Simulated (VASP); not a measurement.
# SiC (I-4m2) in VASP: further runs, part 2 of 2

VASP 6.6.1. Earlier steps stand in the parts before.

## 3. Single point, r2SCAN (uniaxial z strain -2.0%)

Input file POSCAR:

```
SiC
1.0
    0.0000000000      2.1780523510      2.1344913040
    2.1780523510      0.0000000000      2.1344913040
    2.1780523510      2.1780523510      0.0000000000
Si C
1 1
Direct
    0.0000000000      0.0000000000      0.0000000000
    0.2500000000      0.2500000000      0.2500000000
```

Input file INCAR.step1:

```
SYSTEM = SiC
ALGO     = Normal         ! electronic algorithm
EDIFF    = 1E-4           ! SCF threshold, eV
ENCUT    = 520            ! plane-wave cutoff, eV
GGA      = PE             ! functional
ISMEAR   = 0              ! smearing method
LASPH    = .True.         ! aspherical terms in the spheres
LCHARG   = .False.        ! write CHGCAR
LREAL    = .False.        ! projectors in reciprocal space
LWAVE    = .True.         ! write WAVECAR
NBANDS   = 11             ! bands
NELM     = 100            ! most SCF steps
PREC     = Accurate       ! precision mode
SIGMA    = 0.01           ! smearing width, eV
```

Input file INCAR.step2:

```
SYSTEM = SiC
ALGO     = Normal         ! electronic algorithm
EDIFF    = 1E-6           ! SCF threshold, eV
ENCUT    = 520            ! plane-wave cutoff, eV
ISIF     = 2              ! what is computed and relaxed
ISMEAR   = 0              ! smearing method
ISTART   = 1            
LASPH    = .True.         ! aspherical terms in the spheres
LCHARG   = .True.         ! write CHGCAR
LELF     = .True.         ! ELF
LMIXTAU  = .True.       
LREAL    = .False.        ! projectors in reciprocal space
LVHAR    = .True.       
LWAVE    = .False.        ! write WAVECAR
METAGGA  = R2SCAN         ! meta-GGA
NBANDS   = 11             ! bands
NELM     = 100            ! most SCF steps
PREC     = Accurate       ! precision mode
SIGMA    = 0.01           ! smearing width, eV
```

Input file KPOINTS:

```
k-points
0
Gamma
  10 10 10
  0 0 0
```

Potentials or basis: VASP PAW PBE potentials, release 64 (Si, C).

Launch:

```sh
> cat potpaw_PBE.64/Si/POTCAR potpaw_PBE.64/C/POTCAR > POTCAR
> cp INCAR.step1 INCAR
> mpirun -np 1 vasp_std > vasp.out
> cp INCAR.step2 INCAR
> mpirun -np 1 vasp_std > vasp.out
```

OUTCAR:

```text
SYSTEM = SiC
   EDIFF = 1E-6
   ENCUT = 520
   ISIF = 2
   ISMEAR = 0
   ISTART = 1
   LASPH = .True.
   LREAL = .False.
   METAGGA = R2SCAN
   NELM = 100
   PREC = Accurate

 ion  position               nearest neighbor table
   1  0.000  0.000  0.000-   2 1.87   2 1.87   2 1.87   2 1.87
   2  0.250  0.250  0.250-   1 1.87   1 1.87   1 1.87   1 1.87

  LATTYP: Found a body centered tetragonal cell.
 ALAT       =     3.0802311743
 C/A-ratio  =     1.3859292911

  Lattice vectors:

 A1 = (   0.0000000000,  -2.1780523510,  -2.1344913040)
 A2 = (   0.0000000000,   2.1780523510,  -2.1344913040)
 A3 = (   2.1780523510,   0.0000000000,   2.1344913040)

Analysis of symmetry for initial positions (statically):
=====================================================================
 Subroutine PRICEL returns:
 Original cell was already a primitive cell.

 Routine SETGRP: Setting up the symmetry group for a
 body centered tetragonal supercell.

 Subroutine GETGRP returns: Found  8 space group operations
 (whereof  8 operations were pure point group operations)
 out of a pool of 16 trial point group operations.

The static configuration has the point symmetry D_2d.

Analysis of symmetry for dynamics (positions and initial velocities):
=====================================================================
 Subroutine PRICEL returns:
 Original cell was already a primitive cell.

 Routine SETGRP: Setting up the symmetry group for a
 body centered tetragonal supercell.

 Subroutine GETGRP returns: Found  8 space group operations
 (whereof  8 operations were pure point group operations)
 out of a pool of 16 trial point group operations.

The dynamic configuration has the point symmetry D_2d.

 Subroutine INISYM returns: Found  8 space group operations
 (whereof  8 operations are pure point group operations),
 and found     1 'primitive' translations

----------------------------------------------------------------------------------------
[... 115 lines left out ...]
  Fermi-wavevector in a.u.,A,eV,Ry     =   1.201207  2.269952 19.631820  1.442898
  Thomas-Fermi vector in A             =   2.337022
   LORBIT       =      0    0 simple, 1 ext, 2 COOP (PROOUT), +10 PAW based schemes
   METAGGA = R2SCAN    functional components
   LHFCALC =     F    Hartree Fock is set to
   AEXX    =    0.0000 exact exchange contribution
   IVDW    =     0    specifies the selected vdW correction
   LEPSILON=     F    determine dielectric tensor
   LRPA    =     F    only Hartree local field effects (RPA)
 non-spin polarized calculation
 Gauss-broadening in eV      SIGMA  =   0.01
  energy-cutoff  :      520.00
  volume of cell :       20.25
 maximum number of plane-waves:       560
   NGX = 11   NGY = 11   NGZ = 11

 number of electron       8.0000000 magnetization

 Free energy of the ion-electron system (eV)
  ---------------------------------------------------
  ext. energy  EPLUGINS =         0.00000000
  ---------------------------------------------------
  free energy    TOTEN  =       -19.31645206 eV

  energy without entropy =      -19.31645206  energy(sigma->0) =      -19.31645206

 E-fermi :   8.3963     XC(G=0): -12.0315

 val. band max:        8.3182725976   @ k =   0.0000   0.0000   0.0000
 cond. band min:       9.8095377156   @ k =   0.5000   0.5000   0.0000
 fundamental gap:      1.4912651180
 Fermi energy:         8.3963081434

 k-point     1 :       0.0000    0.0000    0.0000
  band No.  band energies     occupation
      1      -8.1269      2.00000
      2       8.1797      2.00000
      3       8.1797      2.00000
      4       8.3183      2.00000
      5      15.3278      0.00000
      6      16.1978      0.00000
      7      16.2575      0.00000
      8      16.2575      0.00000
      9      23.2418      0.00000
     10      23.8717      0.00000
     11      26.3474      0.00000
[... 309 lines left out ...]
 k-point    24 :       0.4000    0.3000    0.0000
  band No.  band energies     occupation
      1      -4.7597      2.00000
      2       2.4666      2.00000
      3       4.8555      2.00000
      4       5.3083      2.00000
      5      11.4668      0.00000
      6      14.2708      0.00000
      7      21.0039      0.00000
      8      21.1638      0.00000
      9      23.4998      0.00000
     10      27.4017      0.00000
     11      31.1481      0.00000

 [... further k-points ...]
[... 5 lines left out ...]
  --------------------------------------------------------------------------------------
  -------------------------------------------------------------------------------------
  Total        0.3486557      0.3486557      1.0386534      0.0000000     -0.0000000      0.0000000
  in kB       27.5833093     27.5833093     82.1713095      0.0000000     -0.0000000      0.0000000
  external PRESSURE =      45.7793094 kB  Pullay stress =       0.0000000 kB

 VOLUME and BASIS-vectors are now :
 -----------------------------------------------------------------------------
  energy-cutoff  :      520.00
  volume of cell :       20.25
      direct lattice vectors                 reciprocal lattice vectors
     0.000000000  2.178052351  2.134491304    -0.229562894  0.229562894  0.234247851
     2.178052351  0.000000000  2.134491304     0.229562894 -0.229562894  0.234247851
     2.178052351  2.178052351  0.000000000     0.229562894  0.229562894 -0.234247851

 POSITION                                       TOTAL-FORCE (eV/Angst)
 -----------------------------------------------------------------------------------
      0.00000      0.00000      0.00000         0.000000      0.000000      0.000000
      1.08903      1.08903      1.06725        -0.000000     -0.000000     -0.000000
 -----------------------------------------------------------------------------------
    total drift:                               -0.000001     -0.000001     -0.000001

  FREE ENERGIE OF THE ION-ELECTRON SYSTEM (eV)
  ---------------------------------------------------
  free  energy   TOTEN  =       -19.3164520599 eV

  energy  without entropy=      -19.3164520599  energy(sigma->0) =      -19.31645206
```

OUTCAR.step1:

```text
SYSTEM = SiC
   EDIFF = 1E-4
   ENCUT = 520
   GGA = PE
   ISMEAR = 0
   LASPH = .True.
   LREAL = .False.
[... 557 lines left out ...]
      0.00000      0.00000      0.00000        -0.000000      0.000000      0.000000
      1.08903      1.08903      1.06725         0.000000      0.000000     -0.000000
 -----------------------------------------------------------------------------------
    total drift:                                0.000000      0.000000     -0.000000

  FREE ENERGIE OF THE ION-ELECTRON SYSTEM (eV)
  ---------------------------------------------------
  free  energy   TOTEN  =       -15.0376540118 eV

  energy  without entropy=      -15.0376540118  energy(sigma->0) =      -15.03765401
```

It took 2 min on 1 thread of Intel Xeon 8259CL, shared host; peak memory 0.15 GiB.

Results:

| Property | Result |
| --- | --- |
| Free energy | -19.3165 eV |
| Pressure | 4.6 GPa |
| Band gap on the k mesh | 1.49 eV, indirect (least direct gap 5.06 eV) |

Levels at points of the mesh, in eV from the valence-band top:
```tsv
k point	band 1	band 2	band 3	band 4	band 5	band 6	band 7	band 8
(0.00, 0.00, 0.00)	-16.45	-0.14	-0.14	0.00	7.01	7.88	7.94	7.94
(0.50, 0.00, 0.00)	-12.74	-9.03	-1.33	-1.08	6.07	7.59	7.96	11.00
(0.50, 0.50, 0.00)	-11.14	-8.04	-3.62	-3.62	1.49	4.57	15.24	15.24
(0.50, 0.00, 0.50)	-11.31	-8.30	-3.40	-3.37	1.69	4.94	14.99	15.67
```

Caveat: the cell differs from its parent crystal (uniaxial z strain -2.0%); the PAW data sets were made with another functional, which shifts forces and pressure a little. A k mesh can miss the band edges.

## 4. Single point, r2SCAN (uniaxial z strain -1.0%)

Input file POSCAR:

```
SiC
1.0
    0.0000000000      2.1780523510      2.1562718275
    2.1780523510      0.0000000000      2.1562718275
    2.1780523510      2.1780523510      0.0000000000
Si C
1 1
Direct
    0.0000000000      0.0000000000      0.0000000000
    0.2500000000      0.2500000000      0.2500000000
```

Input file INCAR.step1:

```
SYSTEM = SiC
PREC = Accurate
ENCUT = 520
ISMEAR = 0
SIGMA = 0.01
LREAL = .FALSE.
LASPH = .TRUE.
NELM = 60
NBANDS = 11
GGA = PE
ALGO = Normal
EDIFF = 1E-4
LWAVE = .TRUE.
LCHARG = .FALSE.
```

Input file INCAR.step2:

```
SYSTEM = SiC
PREC = Accurate
ENCUT = 520
EDIFF = 1E-6
ISMEAR = 0
SIGMA = 0.01
LREAL = .FALSE.
LASPH = .TRUE.
NELM = 60
ALGO = Normal
ISIF = 2
LWAVE = .FALSE.
LCHARG = .FALSE.
METAGGA = R2SCAN
LMIXTAU = .TRUE.
NBANDS = 11
ISTART = 1
```

Input file KPOINTS:

```
regular mesh
0
G
  10 10 10
  0 0 0
```

Launch:

```sh
> cat potpaw_PBE.64/Si/POTCAR potpaw_PBE.64/C/POTCAR > POTCAR
> cp INCAR.step1 INCAR
> mpirun -np 1 vasp_std > vasp.out
> cp INCAR.step2 INCAR
> mpirun -np 1 vasp_std > vasp.out
```

Run time: 1.9 min. Hardware: 1 thread of Intel Xeon 8259CL, shared host; peak memory 0.15 GiB.

It converged, with:

| Item | Value |
| --- | --- |
| Free energy | -19.3244 eV |
| Pressure | 2.2 GPa |
| Band gap on the k mesh | 1.61 eV, indirect (least direct gap 5.06 eV) |

Stress tensor (GPa, compression positive):
```
1.24 0.00 0.00
0.00 1.24 0.00
0.00 0.00 4.01
```

Levels at points of the mesh, in eV from the valence-band top:
| k point | band 2 | band 3 | band 4 | band 5 | band 6 | band 7 |
| --- | --- | --- | --- | --- | --- | --- |
| (0.00, 0.00, 0.00) | -0.07 | -0.07 | 0.00 | 6.93 | 7.87 | 7.90 |
| (0.50, 0.00, 0.00) | -8.93 | -1.22 | -1.09 | 6.04 | 7.68 | 7.84 |
| (0.50, 0.50, 0.00) | -8.05 | -3.48 | -3.48 | 1.61 | 4.70 | 15.19 |
| (0.50, 0.00, 0.50) | -8.18 | -3.37 | -3.36 | 1.70 | 4.88 | 15.07 |

Caveat: the cell differs from its parent crystal (uniaxial z strain -1.0%); the PAW data sets were made with another functional, which shifts forces and pressure a little. A k mesh can miss the band edges.

## 5. Single point, r2SCAN (uniaxial z strain +1.0%)

Input file POSCAR:

```
SiC
1.0
    0.0000000000      2.1780523510      2.1998328745
    2.1780523510      0.0000000000      2.1998328745
    2.1780523510      2.1780523510      0.0000000000
Si C
1 1
Direct
    0.0000000000      0.0000000000      0.0000000000
    0.2500000000      0.2500000000      0.2500000000
```

Input file INCAR.step1:

```
ALGO = Normal ; EDIFF = 1E-4
ENCUT = 520 ; GGA = PE
ISMEAR = 0 ; LASPH = True
LCHARG = False ; LREAL = False
LWAVE = True ; NBANDS = 11
NELM = 100 ; PREC = Accurate
SIGMA = 0.01
```

Input file INCAR.step2:

```
ALGO = Normal ; EDIFF = 1E-6
ENCUT = 520 ; ISIF = 2
ISMEAR = 0 ; ISTART = 1
LASPH = True ; LCHARG = False
LMIXTAU = True ; LREAL = False
LWAVE = False ; METAGGA = R2SCAN
NBANDS = 11 ; NELM = 100
PREC = Accurate ; SIGMA = 0.01
```

Input file KPOINTS:

```
k-points
0
Gamma
  10 10 10
```

Launch:

```sh
> cat potpaw_PBE.64/Si/POTCAR potpaw_PBE.64/C/POTCAR > POTCAR
> cp INCAR.step1 INCAR
> mpirun -np 1 vasp_std > vasp.out
> cp INCAR.step2 INCAR
> mpirun -np 1 vasp_std > vasp.out
```

Run time: 92 s. Hardware: 1 thread of Intel Xeon 8259CL, shared host; peak memory 0.15 GiB.

Results (log left out):

* Free energy: -19.3242 eV
* Pressure: -2.4 GPa
* Band gap on the k mesh: 1.68 eV, indirect (least direct gap 5.04 eV)

Stress tensor (GPa, compression positive):
```
-1.41  0.00  0.00
 0.00 -1.41  0.00
 0.00  0.00 -4.25
```

Levels at points of the mesh, in eV from the valence-band top:
| k point | band 1 | band 2 | band 3 | band 4 | band 5 | band 6 | band 7 | band 8 |
| --- | --- | --- | --- | --- | --- | --- | --- | --- |
| (0.00, 0.00, 0.00) | -16.13 | -0.07 | 0.00 | 0.00 | 6.70 | 7.75 | 7.75 | 7.78 |
| (0.50, 0.00, 0.00) | -12.54 | -8.79 | -1.19 | -1.07 | 5.87 | 7.62 | 7.77 | 10.88 |
| (0.50, 0.50, 0.00) | -11.14 | -8.13 | -3.27 | -3.27 | 1.77 | 4.88 | 15.03 | 15.03 |
| (0.50, 0.00, 0.50) | -11.06 | -8.00 | -3.39 | -3.37 | 1.68 | 4.70 | 14.82 | 15.15 |

Caveat: the cell differs from its parent crystal (uniaxial z strain +1.0%); the PAW data sets were made with another functional, which shifts forces and pressure a little. A k mesh can miss the band edges.

## 6. Summary

| cell | gap on the mesh (eV) | pressure (GPa) |
| --- | --- | --- |
| a = 3.034, b = 3.034, c = 3.080 Å, angles 59.5, 59.5, 61.0°, 2 atoms | 1.38 | 7.1 |
| a = 3.050, b = 3.050, c = 3.080 Å, angles 59.7, 59.7, 60.7°, 2 atoms | 1.49 | 4.6 |
| a = 3.065, b = 3.065, c = 3.080 Å, angles 59.8, 59.8, 60.3°, 2 atoms | 1.61 | 2.2 |
| a = 3.096, b = 3.096, c = 3.080 Å, angles 60.2, 60.2, 59.7°, 2 atoms | 1.68 | -2.4 |

Alike in all rows: task single point; level r2SCAN; potentials or basis VASP PAW PBE potentials, release 64 (Si, C); no spin polarisation; k mesh 10 × 10 × 10; cutoff (eV) 520; smearing gaussian 0.01 eV.

Caveats: the PAW data sets were made with another functional, which shifts forces and pressure a little.

Total energies depend on the potentials used, so only differences within one code and one set of settings carry meaning.
